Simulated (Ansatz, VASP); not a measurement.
# One calculation of Al, two programs

```
Al
1.0
     3.90968    0.00000    0.00000
     0.00000    3.90968    0.00000
     0.00000    0.00000    3.90968
Al
3
Direct
  0.00000 0.50000 0.50000
  0.50000 0.00000 0.50000
  0.50000 0.50000 0.00000
```

Alike in both runs: functional PBE; k mesh 6 × 6 × 6; occupations gaussian, width 0.1 eV; no spin polarisation.

Ansatz relaxed the structure, and its values are those at the end. VASP's run is a single point on that final structure, the one shown.

|  | VASP | Ansatz |
| --- | --- | --- |
| version | VASP 6.6.1 | Ansatz 0.2.0 |
| potentials or method | VASP PAW PBE potentials, release 64 (Al), cutoff 520 eV | scalar-relativistic, plane waves, PAW |
| valence electrons in the cell | 9 | 9 |

Ansatz gave:

- gap on the k mesh at the Fermi level (eV): none
- pressure (GPa): 0.1

Q: Which values does VASP return?

A: gap on the k mesh at the Fermi level (eV): none; pressure (GPa): 0.0.

A gap of «none» marks a metal or a gap that the smearing closes.
